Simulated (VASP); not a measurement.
# TiO (P-62m) in VASP: notebook

TiO is run at these levels: r2SCAN+U; tasks: single point.

All numbers are computed with VASP 6.6.1; they aren't measurements. Logs are shortened: lines on timing, memory, paths and dates and some standing lists are left out, and cuts for length are marked.

## (1) The cell of the first run

It takes space group P-62m (No. 189, hexagonal). Conventional cell: a = 5.078 Å, b = 5.078 Å, c = 2.885 Å, α = 90.00°, β = 90.00°, γ = 120.00°. Ti (site symmetry -6) has 6 O at 2.13 Å and 5 Ti at 2.88 to 2.93 Å within 3.0 Å. Within 2.6 Å of Ti (site symmetry -62m) lie 3 O at 1.98 Å. Within 2.6 Å of O (site symmetry m2m) lie 5 Ti at 1.98 to 2.13 Å.

## (2) Single point, r2SCAN+U (biaxial strain in the a-b plane: +1.0 %, then relaxed in part)

The input, POSCAR:

```
TiO
1.0
    5.0775698357      0.0000000000      0.0000000000
   -2.5387849179      4.3973044672      0.0000000000
    0.0000000000      0.0000000000      2.8847409878
Ti O
3 3
Direct
    0.6666666667      0.3333333333      0.5000000000
    0.3333333333      0.6666666667      0.5000000000
    0.0000000000      0.0000000000      0.0000000000
    0.6103608875      0.6103608875      0.0000000000
    0.3896391125      0.0000000000      0.0000000000
    0.0000000000      0.3896391125      0.0000000000
```

The input, INCAR.step1:

```
SYSTEM = TiO
PREC = Accurate ; ENCUT = 520
ISMEAR = 0 ; SIGMA = 0.1
LREAL = .False. ; LASPH = .True.
NELM = 150 ; LMAXMIX = 4
LDAU = .True. ; LDAUTYPE = 2
LDAUL = 2 -1 ; LDAUU = 4 0
LDAUJ = 0 0 ; NBANDS = 36
GGA = PE ; ALGO = Normal
EDIFF = 1E-4 ; LWAVE = .True.
LCHARG = .False.
```

The input, INCAR.step2:

```
SYSTEM = TiO
PREC = Accurate ; ENCUT = 520
EDIFF = 1E-7 ; ISMEAR = 0
SIGMA = 0.1 ; LREAL = .False.
LASPH = .True. ; NELM = 150
ALGO = Normal ; ISIF = 2
LWAVE = .False. ; LCHARG = .True.
LMAXMIX = 4 ; LDAU = .True.
LDAUTYPE = 2 ; LDAUL = 2 -1
LDAUU = 4 0 ; LDAUJ = 0 0
LDAUPRINT = 1 ; METAGGA = R2SCAN
LMIXTAU = .True. ; LELF = .True.
LVHAR = .True. ; NBANDS = 36
ISTART = 1
```

The input, KPOINTS:

```
Automatic mesh
0
Gamma
  12 12 12
  0 0 0
```

Potentials or basis: VASP PAW PBE potentials, release 64 (Ti_sv, O).

Run with:

```
$ cat potpaw_PBE.64/Ti_sv/POTCAR potpaw_PBE.64/O/POTCAR > POTCAR
$ cp INCAR.step1 INCAR
$ mpirun -np 1 vasp_std > vasp.out
$ cp INCAR.step2 INCAR
$ mpirun -np 1 vasp_std > vasp.out
```

OUTCAR:

```text
SYSTEM = TiO
   PREC = Accurate
   ENCUT = 520
   EDIFF = 1E-7
   ISMEAR = 0
   LREAL = .False.
   LASPH = .True.
   NELM = 150
   ISIF = 2
   METAGGA = R2SCAN
   ISTART = 1

 ion  position               nearest neighbor table
   1  0.667  0.333  0.500-   6 2.13   6 2.13   5 2.13   5 2.13   4 2.13   4 2.13
   2  0.333  0.667  0.500-   5 2.13   5 2.13   6 2.13   6 2.13   4 2.13   4 2.13
   3  0.000  0.000  0.000-   4 1.98   5 1.98   6 1.98
   4  0.610  0.610  0.000-   3 1.98   2 2.13   2 2.13   1 2.13   1 2.13
   5  0.390  0.000  0.000-   3 1.98   2 2.13   2 2.13   1 2.13   1 2.13
   6  0.000  0.390  0.000-   3 1.98   1 2.13   1 2.13   2 2.13   2 2.13

  LATTYP: Found a hexagonal cell.
 ALAT       =     5.0775698357
 C/A-ratio  =     0.5681341825

  Lattice vectors:

 A1 = (   5.0775698357,   0.0000000000,   0.0000000000)
 A2 = (  -2.5387849179,   4.3973044672,   0.0000000000)
 A3 = (   0.0000000000,   0.0000000000,   2.8847409878)

Analysis of symmetry for initial positions (statically):
=====================================================================
 Subroutine PRICEL returns:
 Original cell was already a primitive cell.

 Routine SETGRP: Setting up the symmetry group for a
 hexagonal supercell.

 Subroutine GETGRP returns: Found 12 space group operations
 (whereof 12 operations were pure point group operations)
 out of a pool of 24 trial point group operations.

The static configuration has the point symmetry D_3h.

Analysis of symmetry for dynamics (positions and initial velocities):
=====================================================================
 Subroutine PRICEL returns:
 Original cell was already a primitive cell.

 Routine SETGRP: Setting up the symmetry group for a
 hexagonal supercell.

 Subroutine GETGRP returns: Found 12 space group operations
 (whereof 12 operations were pure point group operations)
 out of a pool of 24 trial point group operations.

The dynamic configuration has the point symmetry D_3h.

 Subroutine INISYM returns: Found 12 space group operations
 (whereof 12 operations are pure point group operations),
 and found     1 'primitive' translations

----------------------------------------------------------------------------------------

                                     Primitive cell

  volume of cell :      64.4094

  direct lattice vectors                    reciprocal lattice vectors
     5.077569836  0.000000000  0.000000000     0.196944608  0.113706022  0.000000000
    -2.538784918  4.397304467  0.000000000     0.000000000  0.227412045  0.000000000
     0.000000000  0.000000000  2.884740988     0.000000000  0.000000000  0.346651573

  length of vectors
     5.077569836  5.077569836  2.884740988     0.227412045  0.227412045  0.346651573

  position of ions in fractional coordinates (direct lattice)
     0.666666667  0.333333333  0.500000000
     0.333333333  0.666666667  0.500000000
     0.000000000  0.000000000  0.000000000
     0.610360888  0.610360888  0.000000000
     0.389639112  0.000000000  0.000000000
     1.000000000  0.389639112  0.000000000

  ion indices of the primitive-cell ions
   primitive index   ion index
                 1           1
                 2           2
                 3           3
                 4           4
                 5           5
                 6           6

[... 33 lines left out ...]
  0.416667  0.000000  0.000000      6.000000
[... 16 lines left out ...]
  0.250000 -0.000000  0.083333     12.000000
  0.333333  0.000000  0.083333     12.000000
 [... further k-points ...]
   k-points           NKPTS =    133   k-points in BZ     NKDIM =    133   number of bands    NBANDS=     36
   number of dos      NEDOS =    301   number of ions     NIONS =      6
   total plane-waves  NPLWV =  38400
   dimension x,y,z NGX =    40 NGY =   40 NGZ =   24
   dimension x,y,z NGXF=    80 NGYF=   80 NGZF=   48
   ions per type =               3   3
   NGX,Y,Z   is equivalent  to a cutoff of  13.10, 13.10, 13.83 a.u.
   NGXF,Y,Z  is equivalent  to a cutoff of  26.19, 26.19, 27.66 a.u.
 SYSTEM =  TiO
   PREC   = accura    normal or accurate (medium, high low for compatibility)
   ISTART =      1    job   : 0-new  1-cont  2-samecut
   ICHARG =      0    charge: 1-file 2-atom 10-const
   ISPIN  =      1    spin polarized calculation?
   LNONCOLLINEAR =      F non collinear calculations
   LSORBIT =      F    spin-orbit coupling
   LASPH  =      T    aspherical Exc in radial PAW
   ENCUT  =  520.0 eV  38.22 Ry    6.18 a.u.   9.44  9.44  5.36*2*pi/ulx,y,z
   NELM   =    150;   NELMIN=  2; NELMDL=  0     # of ELM steps
   EDIFF  = 0.1E-06   stopping-criterion for ELM
   LREAL  =      F    real-space projection
   EDIFFG = 0.1E-05   stopping-criterion for IOM
   NSW    =      0    number of steps for IOM
   IBRION =     -1    ionic relax: 0-MD 1-quasi-New 2-CG
   NFREE  =      0    steps in history (QN), initial steepest desc. (CG)
   ISIF   =      2    stress and relaxation
   ISYM   =      2    0-nonsym 1-usesym 2-fastsym
   POTIM  = 0.5000    time-step for ionic-motion
   TEBEG  =    0.0;   TEEND  =   0.0 temperature during run
   PSTRESS=    0.0 pullay stress
   NELECT =      54.0000    total number of electrons
   NUPDOWN=      -1.0000    fix difference up-down
   EMIN   =  10.00;   EMAX   =-10.00  energy-range for DOS
   EFERMI =   0.00;   METHOD = LEGACY
   ISMEAR =     0;   SIGMA  =   0.10  broadening in eV -4-tet -1-fermi 0-gaus
   EFERMI_NEDOS =   21; number of points for ismear=-14 and -15
   IALGO  =     38    algorithm
   IMIX   =      4    mixing-type and parameters
     AMIX     =   0.40;   BMIX     =  1.00
     AMIX_MAG =   1.60;   BMIX_MAG =  1.00
  volume/ion in A,a.u.               =      10.73        72.44
  Fermi-wavevector in a.u.,A,eV,Ry     =   1.543677  2.917126 32.421833  2.382938
  Thomas-Fermi vector in A             =   2.649306
   LORBIT       =      0    0 simple, 1 ext, 2 COOP (PROOUT), +10 PAW based schemes
 LDA+U is selected, type is set to LDAUTYPE =  2
   angular momentum for each species LDAUL =     2   -1
   U (eV)           for each species LDAUU =   4.0  0.0
   J (eV)           for each species LDAUJ =   0.0  0.0
   METAGGA = R2SCAN    functional components
   LHFCALC =     F    Hartree Fock is set to
   AEXX    =    0.0000 exact exchange contribution
   IVDW    =     0    specifies the selected vdW correction
   LEPSILON=     F    determine dielectric tensor
   LRPA    =     F    only Hartree local field effects (RPA)
 non-spin polarized calculation
 Gauss-broadening in eV      SIGMA  =   0.10
  energy-cutoff  :      520.00
  volume of cell :       64.41
 maximum number of plane-waves:      1751
 NGX is ok and might be reduce to    40
   NGX = 19   NGY = 19   NGZ = 11

atom =   1  type =  1  l = 2

 onsite density matrix

spin component  1
[... 83 lines left out ...]
  o =  0.1523  v =  0.9992 -0.0000 -0.0000 -0.0000 -0.0393  0.0000  0.0000  0.0000  0.0000  0.0000      0.0000  0.0000  0.0000  0.0000  0.0000  0.0000  0.0000  0.0000  0.0000  0.0000
  o =  0.1523  v =  0.0000  0.0000  0.0000  0.0000  0.0000  0.9992 -0.0000 -0.0000 -0.0000 -0.0393      0.0000  0.0000  0.0000  0.0000  0.0000  0.0000  0.0000  0.0000  0.0000  0.0000
  o =  0.1523  v = -0.0393 -0.0000 -0.0000  0.0000 -0.9992  0.0000  0.0000  0.0000  0.0000  0.0000      0.0000  0.0000  0.0000  0.0000  0.0000  0.0000  0.0000  0.0000  0.0000  0.0000
  o =  0.1523  v =  0.0000  0.0000  0.0000  0.0000  0.0000 -0.0393 -0.0000 -0.0000  0.0000 -0.9992      0.0000  0.0000  0.0000  0.0000  0.0000  0.0000  0.0000  0.0000  0.0000  0.0000
  o =  0.1544  v = -0.0000 -0.7466  0.0000 -0.6652  0.0000  0.0000  0.0000  0.0000  0.0000  0.0000      0.0000  0.0000  0.0000  0.0000  0.0000  0.0000  0.0000  0.0000  0.0000  0.0000
  o =  0.1544  v =  0.0000  0.0000  0.0000  0.0000  0.0000 -0.0000 -0.7466  0.0000 -0.6652  0.0000      0.0000  0.0000  0.0000  0.0000  0.0000  0.0000  0.0000  0.0000  0.0000  0.0000
  o =  0.1544  v =  0.0000 -0.6652  0.0000  0.7466  0.0000  0.0000  0.0000  0.0000  0.0000  0.0000      0.0000  0.0000  0.0000  0.0000  0.0000  0.0000  0.0000  0.0000  0.0000  0.0000
  o =  0.1544  v =  0.0000  0.0000  0.0000  0.0000  0.0000  0.0000 -0.6652  0.0000  0.7466  0.0000      0.0000  0.0000  0.0000  0.0000  0.0000  0.0000  0.0000  0.0000  0.0000  0.0000
  o =  0.2877  v =  0.0000  0.0000  0.0000  0.0000  0.0000  0.0000  0.0000  1.0000 -0.0000 -0.0000      0.0000  0.0000  0.0000  0.0000  0.0000  0.0000  0.0000  0.0000  0.0000  0.0000
  o =  0.2877  v =  0.0000  0.0000  1.0000 -0.0000 -0.0000  0.0000  0.0000  0.0000  0.0000  0.0000      0.0000  0.0000  0.0000  0.0000  0.0000  0.0000  0.0000  0.0000  0.0000  0.0000

 number of electron      54.0000010 magnetization

 Free energy of the ion-electron system (eV)
  ---------------------------------------------------
  ext. energy  EPLUGINS =         0.00000000
  ---------------------------------------------------
  free energy    TOTEN  =       -64.71497453 eV

  energy without entropy =      -64.71172666  energy(sigma->0) =      -64.71335059

 E-fermi :  10.6946     XC(G=0): -13.0707

 val. band max:       10.6920224239   @ k =   0.1667   0.0000   0.0833
 cond. band min:      10.6994744919   @ k =   0.1667   0.0000   0.1667
 fundamental gap:      0.0074520681
 Fermi energy:        10.6946470927

 k-point     1 :       0.0000    0.0000    0.0000
  band No.  band energies     occupation
      1     -50.9826      2.00000
      2     -50.9195      2.00000
      3     -50.6126      2.00000
      4     -26.3497      2.00000
      5     -26.3497      2.00000
      6     -26.1278      2.00000
[... 925 lines left out ...]
     35      12.9794      0.00000
     36      13.2786      0.00000

 [... further k-points ...]

------------------------ aborting loop because EDIFF is reached ----------------------------------------

  FORCE on cell =-STRESS in cart. coord.  units (eV):
  Direction    XX          YY          ZZ          XY          YZ          ZX
  --------------------------------------------------------------------------------------
  -------------------------------------------------------------------------------------
  Total        0.2147689      0.2147689      2.0633606     -0.0000000     -0.0000000     -0.0000000
  in kB        5.3423554      5.3423554     51.3258854     -0.0000000     -0.0000000     -0.0000000
  external PRESSURE =      20.6701987 kB  Pullay stress =       0.0000000 kB

 VOLUME and BASIS-vectors are now :
 -----------------------------------------------------------------------------
  energy-cutoff  :      520.00
  volume of cell :       64.41
      direct lattice vectors                 reciprocal lattice vectors
     5.077569836  0.000000000  0.000000000     0.196944608  0.113706022  0.000000000
    -2.538784918  4.397304467  0.000000000     0.000000000  0.227412045  0.000000000
     0.000000000  0.000000000  2.884740988     0.000000000  0.000000000  0.346651573

 POSITION                                       TOTAL-FORCE (eV/Angst)
 -----------------------------------------------------------------------------------
      2.53878      1.46577      1.44237         0.000000      0.000000      0.000000
     -0.00000      2.93154      1.44237         0.000000     -0.000000      0.000000
      0.00000      0.00000      0.00000         0.000000      0.000000      0.000000
      1.54958      2.68394      0.00000        -0.172707     -0.299137      0.000000
      1.97842      0.00000      0.00000         0.345413     -0.000000     -0.000000
     -0.98921      1.71336      0.00000        -0.172707      0.299137      0.000000
 -----------------------------------------------------------------------------------
    total drift:                               -0.000000     -0.000000      0.000000

  FREE ENERGIE OF THE ION-ELECTRON SYSTEM (eV)
  ---------------------------------------------------
  free  energy   TOTEN  =       -64.7149745325 eV

  energy  without entropy=      -64.7117266552  energy(sigma->0) =      -64.71335059
```

Wall time 14 min (1 thread of Intel Xeon 6975P-C (Granite Rapids), shared host); peak memory 0.36 GiB.

What came out:

```yaml
Free_energy: -64.7150 eV
Pressure: 2.1 GPa
Largest_force: 0.345 eV/Å
Band_gap_on_the_k_mesh: zero (bands 27 and 28 overlap by 1.18 eV)
```

Forces on the atoms (eV/Å):
```
Ti   0.000  0.000  0.000
Ti   0.000  0.000  0.000
Ti   0.000  0.000  0.000
O   -0.173 -0.299  0.000
O    0.345  0.000  0.000
O   -0.173  0.299  0.000
```

Eigenvalues of the final occupation matrices:
```csv
site,spin,trace,eigenvalues
site 1 d,1,0.90,0.10 0.10 0.19 0.19 0.31
site 1 d,2,0.90,0.10 0.10 0.19 0.19 0.31
site 2 d,1,0.90,0.10 0.10 0.19 0.19 0.31
site 2 d,2,0.90,0.10 0.10 0.19 0.19 0.31
site 3 d,1,0.90,0.15 0.15 0.15 0.15 0.29
site 3 d,2,0.90,0.15 0.15 0.15 0.15 0.29
```

Caveat: the cell differs from its parent crystal (biaxial strain in the a-b plane: +1.0 %, then relaxed in part); the PAW data sets were made with another functional, which shifts forces and pressure a little; U without spin polarisation on a metal has little footing.

## (3) Single point, r2SCAN+U

This run uses another cell than the first one, of 10.59 Å³/atom.

The input, POSCAR:

```
TiO
1.0
    5.0272968670      0.0000000000      0.0000000000
   -2.5136484335      4.3537667992      0.0000000000
    0.0000000000      0.0000000000      2.9040576035
Ti O
3 3
Direct
    0.6666666667      0.3333333333      0.5000000000
    0.3333333333      0.6666666667      0.5000000000
    0.0000000000      0.0000000000      0.0000000000
    0.6088595047      0.6088595047      0.0000000000
    0.3911404953      0.0000000000      0.0000000000
    0.0000000000      0.3911404953      0.0000000000
```

The input, INCAR.step1:

```
SYSTEM = TiO
PREC = Accurate ; ENCUT = 520
ISMEAR = 0 ; SIGMA = 0.1
LREAL = .FALSE. ; LASPH = .TRUE.
NELM = 150 ; LMAXMIX = 4
LDAU = .TRUE. ; LDAUTYPE = 2
LDAUL = 2 -1 ; LDAUU = 4 0
LDAUJ = 0 0 ; NBANDS = 36
GGA = PE ; ALGO = Normal
EDIFF = 1E-4 ; LWAVE = .TRUE.
LCHARG = .FALSE.
```

The input, INCAR.step2:

```
SYSTEM = TiO
PREC = Accurate ; ENCUT = 520
EDIFF = 1E-6 ; ISMEAR = 0
SIGMA = 0.1 ; LREAL = .FALSE.
LASPH = .TRUE. ; NELM = 150
ALGO = Normal ; ISIF = 2
LWAVE = .FALSE. ; LCHARG = .FALSE.
LMAXMIX = 4 ; LDAU = .TRUE.
LDAUTYPE = 2 ; LDAUL = 2 -1
LDAUU = 4 0 ; LDAUJ = 0 0
LDAUPRINT = 1 ; METAGGA = R2SCAN
LMIXTAU = .TRUE. ; NBANDS = 36
ISTART = 1
```

The input, KPOINTS:

```
regular mesh
0
G
  12 12 12
  0 0 0
```

Potentials or basis: VASP PAW PBE potentials, release 64 (Ti_sv, O).

Run with:

```
$ cat potpaw_PBE.64/Ti_sv/POTCAR potpaw_PBE.64/O/POTCAR > POTCAR
$ cp INCAR.step1 INCAR
$ mpirun -np 1 vasp_std > vasp.out
$ cp INCAR.step2 INCAR
$ mpirun -np 1 vasp_std > vasp.out
```

Run time: 8.3 min. Hardware: 1 thread of Intel Xeon 6975P-C (Granite Rapids), shared host; peak memory 0.36 GiB.

Results (log left out):

```yaml
Free_energy: -64.7139 eV
Pressure: 5.1 GPa
Largest_force: 0.360 eV/Å
Band_gap_on_the_k_mesh: zero (bands 27 and 28 overlap by 1.05 eV)
```

Forces in eV/Å, atoms in the order of the input:
```
Ti   0.000  0.000  0.000
Ti   0.000  0.000  0.000
Ti   0.000  0.000  0.000
O   -0.180 -0.312  0.000
O    0.360  0.000  0.000
O   -0.180  0.312  0.000
```

Stress tensor (GPa, compression positive):
```
5.00 0.00 0.00
0.00 5.00 0.00
0.00 0.00 5.39
```

Levels at points of the mesh, in eV from the Fermi level:
```
           k point  band 24  band 25  band 26  band 27  band 28  band 29  band 30  band 31
(0.00, 0.00, 0.00)    -6.00    -3.83    -0.98    -0.64    -0.64     1.03     1.06     1.06
(0.50, 0.00, 0.00)    -5.64    -2.93    -2.17    -1.75     0.55     1.40     1.45     1.82
(0.00, 0.00, 0.50)    -6.04    -1.82    -1.82     0.32     1.50     1.50     1.65     1.65
(0.50, 0.00, 0.50)    -5.70    -1.89    -1.53    -0.38     0.73     1.18     1.51     1.64
```

Eigenvalues of the final occupation matrices:
```csv
site,spin,trace,eigenvalues
site 1 d,1,0.91,0.10 0.10 0.20 0.20 0.31
site 1 d,2,0.91,0.10 0.10 0.20 0.20 0.31
site 2 d,1,0.91,0.10 0.10 0.20 0.20 0.31
site 2 d,2,0.91,0.10 0.10 0.20 0.20 0.31
site 3 d,1,0.90,0.15 0.15 0.16 0.16 0.28
site 3 d,2,0.90,0.15 0.15 0.16 0.16 0.28
```

Caveat: the cell stands under pressure; the PAW data sets were made with another functional, which shifts forces and pressure a little; U without spin polarisation on a metal has little footing.
